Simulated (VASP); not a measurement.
## Sn: single point with PBE

Crystal: Sn.

```
Sn
1.0
     4.70671    0.00000    0.00000
     0.00000    4.70671    0.00000
     2.35336    2.35336    3.32815
Sn
2
Direct
  0.50000 0.50000 0.00000
  0.75000 0.25000 0.50000
```

- Program: VASP 6.6.1
- Task: single point
- Functional: PBE
- Potentials or basis: VASP PAW PBE potentials, release 64 (Sn_d)
- Cutoff: 520 eV
- k mesh: 8 × 8 × 10
- Occupations: gaussian, width 0.1 eV
- Spin: no spin polarisation
- Dipole correction: no
- Further INCAR settings: ALGO = Fast; EDIFF = 1e-06; NBANDS = 21; ISYM = 0

```yaml
Pressure: -0.1 GPa
Band_gap_on_the_k_mesh: zero (band 14 reaches 4.95 eV, above the bottom of band 15 at 4.72 eV)
```

Levels at points of the mesh, in eV from the Fermi level:
```tsv
k point	band 10	band 11	band 12	band 13	band 14	band 15	band 16	band 17	band 18	band 19
(0.00, 0.00, 0.00)	-21.18	-10.05	-1.08	0.16	0.16	0.16	2.22	2.22	2.22	5.04
(0.50, 0.00, 0.00)	-21.13	-8.57	-5.96	-0.93	-0.93	-0.07	3.27	3.27	5.76	8.26
(0.00, 0.50, 0.00)	-21.13	-8.57	-5.96	-0.93	-0.93	-0.07	3.27	3.27	5.76	8.26
(0.50, 0.50, 0.00)	-21.12	-7.20	-7.20	-2.15	-2.15	0.97	0.97	7.32	7.32	8.84
(0.00, 0.00, 0.50)	-21.12	-7.20	-7.20	-2.15	-2.15	0.97	0.97	7.32	7.32	8.84
(0.50, 0.00, 0.50)	-21.13	-8.57	-5.96	-0.93	-0.93	-0.07	3.27	3.27	5.76	8.26
(0.00, 0.50, 0.50)	-21.13	-8.57	-5.96	-0.93	-0.93	-0.07	3.27	3.27	5.76	8.26
(0.50, 0.50, 0.50)	-21.12	-7.20	-7.20	-2.15	-2.15	0.97	0.97	7.32	7.32	8.84
```

Wall time 11 min on 1 thread of Intel Xeon 8259CL (shared host), peak memory 0.5 GiB.

Caveat: spin-orbit coupling is left out, which moves the levels of the heavy elements.
